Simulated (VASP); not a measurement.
Here is a VASP 6.6.1 calculation.

The input INCAR:

```
SYSTEM = GdO
ALGO = Normal
EDIFF = 1E-6
ENCUT = 600
GGA = PE
GGA_COMPAT = .False.
ISIF = 2
ISMEAR = 0
ISPIN = 2
LASPH = .True.
LCHARG = .False.
LDAU = .True.
LDAUJ = 0 0
LDAUL = 3 -1
LDAUPRINT = 1
LDAUTYPE = 2
LDAUU = 6 0
LMAXMIX = 6
LORBIT = 11
LREAL = .False.
LWAVE = .False.
MAGMOM = 7 0
NBANDS = 23
NELM = 200
PREC = Accurate
SIGMA = 0.05
```

KPOINTS

```
k-points
0
Gamma
  8 8 8
  0 0 0
```

File POSCAR:

```
GdO
1.0
    0.0000000000      2.7000000000      2.7000000000
    2.7000000000      0.0000000000      2.7000000000
    2.7000000000      2.7000000000      0.0000000000
Gd O
1 1
Direct
    0.0000000000      0.0000000000      0.0000000000
    0.2500000000      0.2500000000      0.2500000000
```

Potentials or basis: VASP PAW PBE potentials, release 64 (Gd, O).

The run is started by

```sh
$ cat potpaw_PBE.64/Gd/POTCAR potpaw_PBE.64/O/POTCAR > POTCAR
$ mpirun -np 1 vasp_std > vasp.out
```

Q: Predict the pressure.

A: -0.2 GPa.

Q: What does it give for the site moments?

A: Gd +7.07; O +0.01 μB.

Q: What does it give for the net moment?

A: 7.94 μB per cell.

Eigenvalues of the final occupation matrices:
```
    site  spin  trace                         eigenvalues
site 1 f     1   6.95  0.99 0.99 0.99 0.99 0.99 0.99 1.00
site 1 f     2   0.03  0.00 0.00 0.00 0.00 0.00 0.00 0.01
```

Caveat: spin-orbit coupling is left out, which moves the levels of the heavy elements; a cell with one magnetic atom can't hold antiferromagnetic order, which such compounds often take. The state reached can hang on the start; a lower one may exist.
